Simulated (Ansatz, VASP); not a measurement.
**Two plane-wave programs on NbSb**

Contents of INCAR:

```
SYSTEM = NbSb
ALGO = Normal
EDIFF = 1E-7
ENCUT = 520
GGA = PE
ISIF = 2
ISMEAR = 0
LASPH = .TRUE.
LCHARG = .FALSE.
LREAL = .FALSE.
LWAVE = .FALSE.
NBANDS = 16
NELM = 60
PREC = Accurate
SIGMA = 0.05
```

File KPOINTS:

```
k-points
0
G
  6 6 6
  0 0 0
```

File POSCAR:

```
NbSb
1.0
    0.0000000000      3.0016607102      3.0016607102
    3.0016607102      0.0000000000      3.0016607102
    3.0016607102      3.0016607102      0.0000000000
Nb Sb
1 1
Direct
    0.0000000000      0.0000000000      0.0000000000
    0.2500000000      0.2500000000      0.2500000000
```

Input for Ansatz:

```yaml
crystal:
  lattice:
    - [0.0, 3.0016607102, 3.0016607102]
    - [3.0016607102, 0.0, 3.0016607102]
    - [3.0016607102, 3.0016607102, 0.0]
  atoms:
    - { symbol: Nb, position: [0.0, 0.0, 0.0] }
    - { symbol: Sb, position: [0.25, 0.25, 0.25] }
basis:
  ecutwfc: 420
  ecutrho_ratio: 4
kpoints:
  mp_grid: { grid: [6, 6, 6] }
hamiltonian:
  xc: pbe
scf:
  occupations: { method: gaussian, width: 0.05 }
output:
  forces: true
  stress: true
  eigenvalues: true
```

Alike in both runs: task single point; functional PBE; k mesh 6 × 6 × 6; occupations gaussian, width 0.05 eV; no spin polarisation.

|  | VASP | Ansatz |
| --- | --- | --- |
| version | VASP 6.6.1 | Ansatz 0.2.0 |
| potentials or method | VASP PAW PBE potentials, release 64 (Nb_sv, Sb), cutoff 520 eV | scalar-relativistic, plane waves, PAW |
| valence electrons in the cell | 18 | 28 |

```csv
,VASP,Ansatz,Ansatz less VASP
gap on the k mesh at the Fermi level (eV),none,none,-
pressure (GPa),12.8,12.9,+0.16
```

A gap of «none» marks a metal or a gap that the smearing closes. VASP's potentials hold 18 valence electrons a cell and Ansatz's 28, so a difference there can come from the potentials and not from the codes.

Spin-orbit coupling is off throughout.
